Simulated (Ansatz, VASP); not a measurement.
## C in VASP and in Ansatz

```xyz
10
Lattice="-2.4913 0.0000 0.0000 -1.2456 -2.1575 0.0000 0.9965 0.7192 10.2539" Properties=species:S:1:pos:R:3 pbc="T T T"
C     0.9961    0.5751    8.9635
C    -2.7408   -1.5824    7.4366
C    -0.2495   -0.1441    1.2898
C    -2.7408   -1.5824    4.8564
C    -0.2495   -0.1441    2.8177
C    -2.7408   -1.5824    3.3284
C    -0.2495   -0.1441    9.4776
C    -1.4951   -0.8632    6.9225
C    -1.4951   -0.8632    0.7759
C    -1.4951   -0.8632    5.3703
```

Alike in both runs: task single point; functional LDA; k mesh 10 × 10 × 3; occupations gaussian, width 0.05 eV; no spin polarisation.

```csv
,VASP,Ansatz
version,VASP 6.6.1,Ansatz 0.2.0
potentials or method,"VASP PAW LDA potentials, release 64 (C), cutoff 520 eV","scalar-relativistic, plane waves, PAW"
valence electrons in the cell,40,40
```

Ansatz gave:

* gap on the k mesh at the Fermi level (eV): 4.31
* least direct gap on the mesh (eV): 5.17
* pressure (GPa): -0.1
* traceless stress, the component that is largest in VASP (GPa): 11.04
* rms of the force components (eV/Å): 0.439

Q: Estimate VASP's values.

A: gap on the k mesh at the Fermi level (eV): 4.31; least direct gap on the mesh (eV): 5.17; pressure (GPa): 1.5; traceless stress, the component that is largest in VASP (GPa): 11.02; rms of the force components (eV/Å): 0.437.

LDA's correlation is that of Perdew and Zunger in VASP and of Perdew and Wang (1992) in Ansatz. Atom by atom the forces differ by 0.004 eV/Å (rms over components).
